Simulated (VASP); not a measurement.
# GaSb (I-4m2) in VASP: a series of runs, part 2 of 2

VASP 6.6.1. Earlier steps stand in the parts before.

## 3. Single point, PBE

File INCAR:

```
PREC = Accurate
ENCUT = 520
EDIFF = 1E-7
ISMEAR = 0
SIGMA = 0.15
LREAL = F
LASPH = T
NELM = 80
ALGO = Fast
ISIF = 2
LWAVE = F
LCHARG = F
GGA = PE
NBANDS = 16
```

File KPOINTS:

```
Automatic mesh
0
Gamma
  24 24 24
```

File POSCAR:

```
GaSb
1.0
   -2.7657340177      2.7657340177      1.5810862690
    2.7657340177     -2.7657340177      1.5810862690
    2.7657340177      2.7657340177     -1.5810862690
Ga Sb
1 1
Direct
    0.2500000000      0.7500000000      0.5000000000
    0.0000000000      0.0000000000      0.0000000000
```

Potentials or basis: VASP PAW PBE potentials, release 64 (Ga_d, Sb).

Started as:

```sh
$ cat potpaw_PBE.64/Ga_d/POTCAR potpaw_PBE.64/Sb/POTCAR > POTCAR
$ mpirun -np 1 vasp_std > vasp.out
```

OUTCAR:

```text
PREC = Accurate
   ENCUT = 520
   EDIFF = 1E-7
   ISMEAR = 0
   LREAL = F
   LASPH = T
   NELM = 80
   ISIF = 2
   GGA = PE

 ion  position               nearest neighbor table
   1  0.250  0.750  0.500-   2 2.88   2 2.88   2 2.88   2 2.88
   2  0.000  0.000  0.000-   1 2.88   1 2.88   1 2.88   1 2.88

  LATTYP: Found a body centered tetragonal cell.
 ALAT       =     5.5314680354
 C/A-ratio  =     0.5716696757

  Lattice vectors:

 A1 = (  -2.7657340177,   2.7657340177,   1.5810862690)
 A2 = (   2.7657340177,  -2.7657340177,   1.5810862690)
 A3 = (   2.7657340177,   2.7657340177,  -1.5810862690)

Analysis of symmetry for initial positions (statically):
=====================================================================
 Subroutine PRICEL returns:
 Original cell was already a primitive cell.

 Routine SETGRP: Setting up the symmetry group for a
 body centered tetragonal supercell.

 Subroutine GETGRP returns: Found  8 space group operations
 (whereof  8 operations were pure point group operations)
 out of a pool of 16 trial point group operations.

The static configuration has the point symmetry D_2d.

Analysis of symmetry for dynamics (positions and initial velocities):
=====================================================================
 Subroutine PRICEL returns:
 Original cell was already a primitive cell.

 Routine SETGRP: Setting up the symmetry group for a
 body centered tetragonal supercell.

 Subroutine GETGRP returns: Found  8 space group operations
 (whereof  8 operations were pure point group operations)
 out of a pool of 16 trial point group operations.

The dynamic configuration has the point symmetry D_2d.

 Subroutine INISYM returns: Found  8 space group operations
 (whereof  8 operations are pure point group operations),
 and found     1 'primitive' translations

----------------------------------------------------------------------------------------

                                     Primitive cell

  volume of cell :      48.3767

  direct lattice vectors                    reciprocal lattice vectors
    -2.765734018  2.765734018  1.581086269     0.000000000  0.180783834  0.316238279
     2.765734018 -2.765734018  1.581086269     0.180783834  0.000000000  0.316238279
     2.765734018  2.765734018 -1.581086269     0.180783834  0.180783834  0.000000000

  length of vectors
     4.218815367  4.218815367  4.218815367     0.364265622  0.364265622  0.255666950

  position of ions in fractional coordinates (direct lattice)
     0.250000000  0.750000000  0.500000000
     0.000000000  0.000000000  0.000000000

  ion indices of the primitive-cell ions
   primitive index   ion index
                 1           1
                 2           2

----------------------------------------------------------------------------------------

 KPOINTS: Automatic mesh

Automatic generation of k-mesh.
 Grid dimensions read from file:
 generate k-points for:   24   24   24

 Generating k-lattice:

  Cartesian coordinates                     Fractional coordinates (reciprocal lattice)
     0.000000000  0.007532660  0.013176595     0.041666667  0.000000000 -0.000000000
     0.007532660  0.000000000  0.013176595     0.000000000  0.041666667 -0.000000000
     0.007532660  0.007532660  0.000000000     0.000000000  0.000000000  0.041666667

  Length of vectors
     0.015177734  0.015177734  0.010652790

  Shift w.r.t. Gamma in fractional coordinates (k-lattice)
     0.000000000  0.000000000  0.000000000

 Subroutine IBZKPT returns following result:
 ===========================================

 Found   1063 irreducible k-points:

 Following reciprocal coordinates:
            Coordinates               Weight
  0.000000  0.000000  0.000000      1.000000
  0.041667  0.000000  0.000000      8.000000
  0.083333  0.000000  0.000000      8.000000
  0.125000  0.000000  0.000000      8.000000
  0.166667  0.000000  0.000000      8.000000
  0.208333  0.000000  0.000000      8.000000
[... 16 lines left out ...]
  0.416667  0.041667  0.000000     16.000000
  0.458333  0.041667 -0.000000     16.000000
 [... further k-points ...]
   k-points           NKPTS =   1063   k-points in BZ     NKDIM =   1063   number of bands    NBANDS=     16
   number of dos      NEDOS =    301   number of ions     NIONS =      2
   total plane-waves  NPLWV =  32768
   dimension x,y,z NGX =    32 NGY =   32 NGZ =   32
   dimension x,y,z NGXF=    64 NGYF=   64 NGZF=   64
   ions per type =               1   1
   NGX,Y,Z   is equivalent  to a cutoff of  12.61, 12.61, 12.61 a.u.
   NGXF,Y,Z  is equivalent  to a cutoff of  25.22, 25.22, 25.22 a.u.
 SYSTEM =  unknown system
   PREC   = accura    normal or accurate (medium, high low for compatibility)
   ISTART =      0    job   : 0-new  1-cont  2-samecut
   ICHARG =      2    charge: 1-file 2-atom 10-const
   ISPIN  =      1    spin polarized calculation?
   LNONCOLLINEAR =      F non collinear calculations
   LSORBIT =      F    spin-orbit coupling
   LASPH  =      T    aspherical Exc in radial PAW
   ENCUT  =  520.0 eV  38.22 Ry    6.18 a.u.   7.84  7.84  7.84*2*pi/ulx,y,z
   NELM   =     80;   NELMIN=  2; NELMDL= -5     # of ELM steps
   EDIFF  = 0.1E-06   stopping-criterion for ELM
   LREAL  =      F    real-space projection
   EDIFFG = 0.1E-05   stopping-criterion for IOM
   NSW    =      0    number of steps for IOM
   IBRION =     -1    ionic relax: 0-MD 1-quasi-New 2-CG
   NFREE  =      0    steps in history (QN), initial steepest desc. (CG)
   ISIF   =      2    stress and relaxation
   ISYM   =      2    0-nonsym 1-usesym 2-fastsym
   POTIM  = 0.5000    time-step for ionic-motion
   TEBEG  =    0.0;   TEEND  =   0.0 temperature during run
   PSTRESS=    0.0 pullay stress
   NELECT =      18.0000    total number of electrons
   NUPDOWN=      -1.0000    fix difference up-down
   EMIN   =  10.00;   EMAX   =-10.00  energy-range for DOS
   EFERMI =   0.00;   METHOD = LEGACY
   ISMEAR =     0;   SIGMA  =   0.15  broadening in eV -4-tet -1-fermi 0-gaus
   EFERMI_NEDOS =   21; number of points for ismear=-14 and -15
   IALGO  =     68    algorithm
   IMIX   =      4    mixing-type and parameters
     AMIX     =   0.40;   BMIX     =  1.00
     AMIX_MAG =   1.60;   BMIX_MAG =  1.00
  volume/ion in A,a.u.               =      24.19       163.23
  Fermi-wavevector in a.u.,A,eV,Ry     =   1.177480  2.225115 18.863922  1.386459
  Thomas-Fermi vector in A             =   2.313826
   LORBIT       =      0    0 simple, 1 ext, 2 COOP (PROOUT), +10 PAW based schemes
   GGA     = PE    functional components
   LHFCALC =     F    Hartree Fock is set to
   AEXX    =    0.0000 exact exchange contribution
   IVDW    =     0    specifies the selected vdW correction
   LEPSILON=     F    determine dielectric tensor
   LRPA    =     F    only Hartree local field effects (RPA)
 non-spin polarized calculation
 RMM-DIIS sequential band-by-band and
 Gauss-broadening in eV      SIGMA  =   0.15
  energy-cutoff  :      520.00
  volume of cell :       48.38
 maximum number of plane-waves:      1324
   NGX = 15   NGY = 15   NGZ = 15

 number of electron      17.9999991 magnetization

 Free energy of the ion-electron system (eV)
  ---------------------------------------------------
  ext. energy  EPLUGINS =         0.00000000
  ---------------------------------------------------
  free energy    TOTEN  =        -6.99499879 eV

  energy without entropy =       -6.98619578  energy(sigma->0) =       -6.99059729

 E-fermi :   6.5395     XC(G=0): -10.2232

 val. band max:        6.5377577486   @ k =  -0.2083   0.0833  -0.0000
 cond. band min:       6.5421445955   @ k =   0.1250   0.1250   0.0417
 fundamental gap:      0.0043868469
 Fermi energy:         6.5394762006

 k-point     1 :       0.0000    0.0000    0.0000
  band No.  band energies     occupation
      1      -8.4182      2.00000
      2      -8.3304      2.00000
      3      -8.3235      2.00000
      4      -8.3018      2.00000
      5      -8.3018      2.00000
      6      -5.3937      2.00000
[... 8 lines left out ...]
     15      16.4172      0.00000
     16      17.0906      0.00000
[... 419 lines left out ...]
 k-point    24 :       0.4583    0.0417   -0.0000
  band No.  band energies     occupation
      1      -8.3684      2.00000
      2      -8.3615      2.00000
      3      -8.3386      2.00000
      4      -8.2994      2.00000
      5      -8.2774      2.00000
      6      -1.7226      2.00000
[... 8 lines left out ...]
     15      16.7679      0.00000
     16      17.1322      0.00000

 [... further k-points ...]

------------------------ aborting loop because EDIFF is reached ----------------------------------------

  FORCE on cell =-STRESS in cart. coord.  units (eV):
  Direction    XX          YY          ZZ          XY          YZ          ZX
  --------------------------------------------------------------------------------------
  -------------------------------------------------------------------------------------
  Total        0.0556653      0.0556653     -0.0907106      0.0000000      0.0000000      0.0000000
  in kB        1.8435649      1.8435649     -3.0042246      0.0000000      0.0000000      0.0000000
  external PRESSURE =       0.2276350 kB  Pullay stress =       0.0000000 kB

 VOLUME and BASIS-vectors are now :
 -----------------------------------------------------------------------------
  energy-cutoff  :      520.00
  volume of cell :       48.38
      direct lattice vectors                 reciprocal lattice vectors
    -2.765734018  2.765734018  1.581086269     0.000000000  0.180783834  0.316238279
     2.765734018 -2.765734018  1.581086269     0.180783834  0.000000000  0.316238279
     2.765734018  2.765734018 -1.581086269     0.180783834  0.180783834  0.000000000

 POSITION                                       TOTAL-FORCE (eV/Angst)
 -----------------------------------------------------------------------------------
      2.76573      0.00000      0.79054         0.000000      0.000000      0.000000
      0.00000      0.00000      0.00000        -0.000000     -0.000000     -0.000000
 -----------------------------------------------------------------------------------
    total drift:                                0.000000     -0.000000      0.000000

  FREE ENERGIE OF THE ION-ELECTRON SYSTEM (eV)
  ---------------------------------------------------
  free  energy   TOTEN  =        -6.9949987945 eV

  energy  without entropy=       -6.9861957792  energy(sigma->0) =       -6.99059729
```

Wall time 22 min (1 thread of Oxide Virtual Turin-like, shared host); peak memory 0.86 GiB.

Results:

```
Free energy            : -6.9950 eV
Pressure               : 0.0 GPa
Band gap on the k mesh : zero (bands 9 and 10 overlap by 4.76 eV)
```

Levels at points of the mesh, in eV from the Fermi level:
```
           k point  band 5  band 6  band 7  band 8  band 9  band 10  band 11  band 12  band 13  band 14
(0.00, 0.00, 0.00)  -14.84  -11.93   -3.06   -1.90   -1.90     3.39     5.11     7.02     7.02     7.59
(0.50, 0.00, 0.00)  -14.82   -8.26   -5.58   -2.48   -1.45    -1.17     2.42     3.23     5.06     7.96
(0.50, 0.50, 0.00)  -14.83  -10.49   -8.02   -0.06    1.76     2.04     2.27     4.64     6.66     8.49
(0.50, 0.50, 0.50)  -14.83   -9.37   -5.96   -4.96   -4.96     3.58     5.09    10.22    10.22    12.52
```

Caveat: spin-orbit coupling is left out, which moves the levels of the heavy elements.
